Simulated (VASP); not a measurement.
# As (P6_3/mmc) in VASP: a series of runs

As is run at these levels: PBE; tasks: single point.

Everything below comes from runs of VASP 6.6.1. Logs are shortened: lines on timing, memory, paths and dates and some standing lists are left out, and cuts for length are marked.

### Step 1. The cell of the first run

It takes space group P6_3/mmc (No. 194, hexagonal). Conventional cell: a = 2.897 Å, b = 2.897 Å, c = 4.830 Å, α = 90.00°, β = 90.00°, γ = 120.00°. Within 3.8 Å of As (site symmetry -6m2) lie 12 As at 2.90 to 2.94 Å.

### Step 2. Single point, PBE

Input file INCAR:

```
  ALGO = Normal
  EDIFF = 1E-7
  ENCUT = 520
  GGA = PE
  ISIF = 2
  ISMEAR = -1
  LASPH = True
  LCHARG = False
  LREAL = False
  LWAVE = False
  NBANDS = 12
  NELM = 60
  PREC = Accurate
  SIGMA = 0.08
```

Input file KPOINTS:

```
k-points
0
Gamma
  15 15 8
```

Input file POSCAR:

```
As
1.0
    2.8970663851      0.0000000000      0.0000000000
   -1.4485331925      2.5089330859      0.0000000000
    0.0000000000      0.0000000000      4.8297410208
As
2
Direct
    0.3333333333      0.6666666667      0.2500000000
    0.6666666667      0.3333333333      0.7500000000
```

Potentials or basis: VASP PAW PBE potentials, release 64 (As).

Command:

```bash
cat potpaw_PBE.64/As/POTCAR > POTCAR
mpirun -np 1 vasp_std > vasp.out
```

OUTCAR:

```text
EDIFF = 1E-7
   ENCUT = 520
   GGA = PE
   ISIF = 2
   ISMEAR = -1
   LASPH = True
   LREAL = False
   NELM = 60
   PREC = Accurate

 ion  position               nearest neighbor table
   1  0.333  0.667  0.250-
   2  0.667  0.333  0.750-

  LATTYP: Found a hexagonal cell.
 ALAT       =     2.8970663851
 C/A-ratio  =     1.6671143767

  Lattice vectors:

 A1 = (   2.8970663851,   0.0000000000,   0.0000000000)
 A2 = (  -1.4485331925,   2.5089330859,   0.0000000000)
 A3 = (   0.0000000000,   0.0000000000,   4.8297410208)

Analysis of symmetry for initial positions (statically):
=====================================================================
 Subroutine PRICEL returns:
 Original cell was already a primitive cell.

 Routine SETGRP: Setting up the symmetry group for a
 hexagonal supercell.

 Subroutine GETGRP returns: Found 24 space group operations
 (whereof 12 operations were pure point group operations)
 out of a pool of 24 trial point group operations.

The static configuration has the point symmetry D_3d.
 The point group associated with its full space group is D_6h.

Analysis of symmetry for dynamics (positions and initial velocities):
=====================================================================
 Subroutine PRICEL returns:
 Original cell was already a primitive cell.

 Routine SETGRP: Setting up the symmetry group for a
 hexagonal supercell.

 Subroutine GETGRP returns: Found 24 space group operations
 (whereof 12 operations were pure point group operations)
 out of a pool of 24 trial point group operations.

The dynamic configuration has the point symmetry D_3d.
 The point group associated with its full space group is D_6h.

 Subroutine INISYM returns: Found 24 space group operations
 (whereof 12 operations are pure point group operations),
 and found     1 'primitive' translations

----------------------------------------------------------------------------------------

                                     Primitive cell

  volume of cell :      35.1052

  direct lattice vectors                    reciprocal lattice vectors
     2.897066385  0.000000000  0.000000000     0.345176764  0.199287898  0.000000000
    -1.448533193  2.508933086  0.000000000     0.000000000  0.398575795  0.000000000
     0.000000000  0.000000000  4.829741021     0.000000000  0.000000000  0.207050439

  length of vectors
     2.897066385  2.897066385  4.829741021     0.398575795  0.398575795  0.207050439

  position of ions in fractional coordinates (direct lattice)
     0.333333333  0.666666667  0.250000000
     0.666666667  0.333333333  0.750000000

  ion indices of the primitive-cell ions
   primitive index   ion index
                 1           1
                 2           2

----------------------------------------------------------------------------------------

 KPOINTS: k-points

Automatic generation of k-mesh.
 Grid dimensions read from file:
 generate k-points for:   15   15    8

 Generating k-lattice:

  Cartesian coordinates                     Fractional coordinates (reciprocal lattice)
     0.023011784  0.013285860  0.000000000     0.066666667  0.000000000  0.000000000
     0.000000000  0.026571720  0.000000000     0.000000000  0.066666667  0.000000000
     0.000000000  0.000000000  0.025881305     0.000000000  0.000000000  0.125000000

  Length of vectors
     0.026571720  0.026571720  0.025881305

  Shift w.r.t. Gamma in fractional coordinates (k-lattice)
     0.000000000  0.000000000  0.000000000

 Subroutine IBZKPT returns following result:
 ===========================================

 Found    135 irreducible k-points:

 Following reciprocal coordinates:
            Coordinates               Weight
  0.000000  0.000000  0.000000      1.000000
  0.066667  0.000000  0.000000      6.000000
  0.133333  0.000000  0.000000      6.000000
  0.200000 -0.000000  0.000000      6.000000
  0.266667  0.000000  0.000000      6.000000
  0.333333  0.000000  0.000000      6.000000
[... 16 lines left out ...]
  0.333333  0.200000  0.000000     12.000000
  0.400000  0.200000  0.000000      6.000000
 [... further k-points ...]
   k-points           NKPTS =    135   k-points in BZ     NKDIM =    135   number of bands    NBANDS=     12
   number of dos      NEDOS =    301   number of ions     NIONS =      2
   total plane-waves  NPLWV =  20736
   dimension x,y,z NGX =    24 NGY =   24 NGZ =   36
   dimension x,y,z NGXF=    48 NGYF=   48 NGZF=   72
   ions per type =               2
   NGX,Y,Z   is equivalent  to a cutoff of  13.77, 13.77, 12.39 a.u.
   NGXF,Y,Z  is equivalent  to a cutoff of  27.54, 27.54, 24.78 a.u.
 SYSTEM =  unknown system
   PREC   = accura    normal or accurate (medium, high low for compatibility)
   ISTART =      0    job   : 0-new  1-cont  2-samecut
   ICHARG =      2    charge: 1-file 2-atom 10-const
   ISPIN  =      1    spin polarized calculation?
   LNONCOLLINEAR =      F non collinear calculations
   LSORBIT =      F    spin-orbit coupling
   LASPH  =      T    aspherical Exc in radial PAW
   ENCUT  =  520.0 eV  38.22 Ry    6.18 a.u.   5.39  5.39  8.98*2*pi/ulx,y,z
   NELM   =     60;   NELMIN=  2; NELMDL= -5     # of ELM steps
   EDIFF  = 0.1E-06   stopping-criterion for ELM
   LREAL  =      F    real-space projection
   EDIFFG = 0.1E-05   stopping-criterion for IOM
   NSW    =      0    number of steps for IOM
   IBRION =     -1    ionic relax: 0-MD 1-quasi-New 2-CG
   NFREE  =      0    steps in history (QN), initial steepest desc. (CG)
   ISIF   =      2    stress and relaxation
   ISYM   =      2    0-nonsym 1-usesym 2-fastsym
   POTIM  = 0.5000    time-step for ionic-motion
   TEBEG  =    0.0;   TEEND  =   0.0 temperature during run
   PSTRESS=    0.0 pullay stress
   NELECT =      10.0000    total number of electrons
   NUPDOWN=      -1.0000    fix difference up-down
   EMIN   =  10.00;   EMAX   =-10.00  energy-range for DOS
   EFERMI =   0.00;   METHOD = LEGACY
   ISMEAR =    -1;   SIGMA  =   0.08  broadening in eV -4-tet -1-fermi 0-gaus
   EFERMI_NEDOS =   21; number of points for ismear=-14 and -15
   IALGO  =     38    algorithm
   IMIX   =      4    mixing-type and parameters
     AMIX     =   0.40;   BMIX     =  1.00
     AMIX_MAG =   1.60;   BMIX_MAG =  1.00
  volume/ion in A,a.u.               =      17.55       118.45
  Fermi-wavevector in a.u.,A,eV,Ry     =   1.077170  2.035557 15.786784  1.160296
  Thomas-Fermi vector in A             =   2.213075
   LORBIT       =      0    0 simple, 1 ext, 2 COOP (PROOUT), +10 PAW based schemes
   GGA     = PE    functional components
   LHFCALC =     F    Hartree Fock is set to
   AEXX    =    0.0000 exact exchange contribution
   IVDW    =     0    specifies the selected vdW correction
   LEPSILON=     F    determine dielectric tensor
   LRPA    =     F    only Hartree local field effects (RPA)
 non-spin polarized calculation
  energy-cutoff  :      520.00
  volume of cell :       35.11
 maximum number of plane-waves:       972
 NGX is ok and might be reduce to    24
   NGX = 11   NGY = 11   NGZ = 17

 number of electron      10.0000001 magnetization

 Free energy of the ion-electron system (eV)
  ---------------------------------------------------
  ext. energy  EPLUGINS =         0.00000000
  ---------------------------------------------------
  free energy    TOTEN  =        -8.27245197 eV

  energy without entropy =       -8.25097289  energy(sigma->0) =       -8.26171243

 E-fermi :   7.5747     XC(G=0): -11.1371

 val. band max:        7.5285747885   @ k =   0.3333   0.2000   0.2500
 cond. band min:       7.5855176217   @ k =   0.1333   0.1333   0.3750
 fundamental gap:      0.0569428331
 Fermi energy:         7.5747037026

 k-point     1 :       0.0000    0.0000    0.0000
  band No.  band energies     occupation
      1      -8.4064      2.00000
      2      -3.6987      2.00000
      3       0.0854      2.00000
      4      12.2023      0.00000
      5      12.2023      0.00000
      6      13.6693      0.00000
      7      13.9490      0.00000
      8      13.9490      0.00000
      9      17.7858      0.00000
     10      19.2863      0.00000
     11      20.2436      0.00000
     12      20.2436      0.00000

 k-point     2 :       0.0667    0.0000    0.0000
  band No.  band energies     occupation
      1      -8.3048      2.00000
      2      -3.6058      2.00000
      3       0.1889      2.00000
      4      11.1700      0.00000
      5      11.8116      0.00000
      6      13.4438      0.00000
      7      13.6053      0.00000
      8      14.0170      0.00000
      9      18.2052      0.00000
     10      19.0352      0.00000
     11      20.1571      0.00000
     12      20.3932      0.00000

 k-point     3 :       0.1333    0.0000    0.0000
  band No.  band energies     occupation
      1      -8.0004      2.00000
      2      -3.3298      2.00000
      3       0.4981      2.00000
      4       9.1298      0.00000
      5      11.0249      0.00000
      6      12.1299      0.00000
      7      13.3445      0.00000
      8      13.8983      0.00000
      9      17.0261      0.00000
     10      20.0367      0.00000
     11      20.0944      0.00000
     12      20.5523      0.00000
[... 286 lines left out ...]
 k-point    23 :       0.3333    0.2000    0.0000
  band No.  band energies     occupation
      1      -3.7283      2.00000
      2      -1.2602      2.00000
      3       2.3916      2.00000
      4       4.0043      2.00000
      5       4.7507      2.00000
      6       5.6626      2.00000
      7       8.0171      0.00790
      8       8.4012      0.00007
      9      13.3240      0.00000
     10      18.5506      0.00000
     11      21.5141      0.00000
     12      22.6774      0.00000

 k-point    24 :       0.4000    0.2000    0.0000
  band No.  band energies     occupation
      1      -3.0242      2.00000
      2      -1.7523      2.00000
      3       2.3563      2.00000
      4       4.2036      2.00000
      5       4.8242      2.00000
      6       5.3901      2.00000
      7       7.3017      1.93620
      8       8.2829      0.00029
      9      13.1325      0.00000
     10      18.4664      0.00000
     11      21.9739      0.00000
     12      22.9505      0.00000

 [... further k-points ...]

------------------------ aborting loop because EDIFF is reached ----------------------------------------

  FORCE on cell =-STRESS in cart. coord.  units (eV):
  Direction    XX          YY          ZZ          XY          YZ          ZX
  --------------------------------------------------------------------------------------
  -------------------------------------------------------------------------------------
  Total        2.0789109      2.0789109      2.0689947      0.0000000      0.0000000      0.0000000
  in kB       94.8800885     94.8800884     94.4275237      0.0000000      0.0000000      0.0000000
  external PRESSURE =      94.7292335 kB  Pullay stress =       0.0000000 kB

 VOLUME and BASIS-vectors are now :
 -----------------------------------------------------------------------------
  energy-cutoff  :      520.00
  volume of cell :       35.11
      direct lattice vectors                 reciprocal lattice vectors
     2.897066385  0.000000000  0.000000000     0.345176764  0.199287898  0.000000000
    -1.448533193  2.508933086  0.000000000     0.000000000  0.398575795  0.000000000
     0.000000000  0.000000000  4.829741021     0.000000000  0.000000000  0.207050439

 POSITION                                       TOTAL-FORCE (eV/Angst)
 -----------------------------------------------------------------------------------
     -0.00000      1.67262      1.20744         0.000000      0.000000      0.000000
      1.44853      0.83631      3.62231        -0.000000     -0.000000      0.000000
 -----------------------------------------------------------------------------------
    total drift:                               -0.000000      0.000000      0.000000

  FREE ENERGIE OF THE ION-ELECTRON SYSTEM (eV)
  ---------------------------------------------------
  free  energy   TOTEN  =        -8.2724519749 eV

  energy  without entropy=       -8.2509728862  energy(sigma->0) =       -8.26171243
```

It took 26 s on 1 thread of Intel Xeon Platinum 8488C (Sapphire Rapids), shared host; peak memory 0.18 GiB.

What came out:

| Property | Result |
| --- | --- |
| Free energy | -8.2725 eV |
| Pressure | 9.5 GPa |
| Band gap on the k mesh | zero (band 5 reaches 13.09 eV, above the bottom of band 6 at 3.33 eV) |

### Step 3. Single point, PBE

Input file INCAR:

```
PREC = Accurate
ENCUT = 520
EDIFF = 1E-7
ISMEAR = -1
SIGMA = 0.08
LREAL = False
LASPH = True
NELM = 60
ALGO = Normal
ISIF = 2
LWAVE = False
LCHARG = False
GGA = PE
NBANDS = 12
```

Input file KPOINTS:

```
Automatic mesh
0
Gamma
  15 15 8
```

Input file POSCAR:

```
As
1.0
    2.8970663851      0.0000000000      0.0000000000
   -1.4485331926      2.5089330859      0.0000000000
    0.0000000000      0.0000000000      4.8297410208
As
2
Direct
    0.3333333333      0.6666666667      0.2500000000
    0.6666666667      0.3333333333      0.7500000000
```

Potentials or basis: VASP PAW PBE potentials, release 64 (As).

Command:

```bash
cat potpaw_PBE.64/As/POTCAR > POTCAR
mpirun -np 1 vasp_std > vasp.out
```

Run time: 26 s. Hardware: 1 thread of Intel Xeon Platinum 8488C (Sapphire Rapids), shared host; peak memory 0.18 GiB.

The run converged. Its results:

* Free energy: -8.2725 eV
* Pressure: 9.5 GPa
* Band gap on the k mesh: zero (band 5 reaches 13.09 eV, above the bottom of band 6 at 3.33 eV)

Levels at points of the mesh, in eV from the Fermi level:
```
           k point  band 2  band 3  band 4  band 5  band 6  band 7  band 8  band 9
(0.00, 0.00, 0.00)  -11.27   -7.49    4.63    4.63    6.09    6.37    6.37   10.21
(0.00, 0.00, 0.50)  -14.47   -1.34   -1.34    5.51    5.51    5.51    5.51   11.43
```
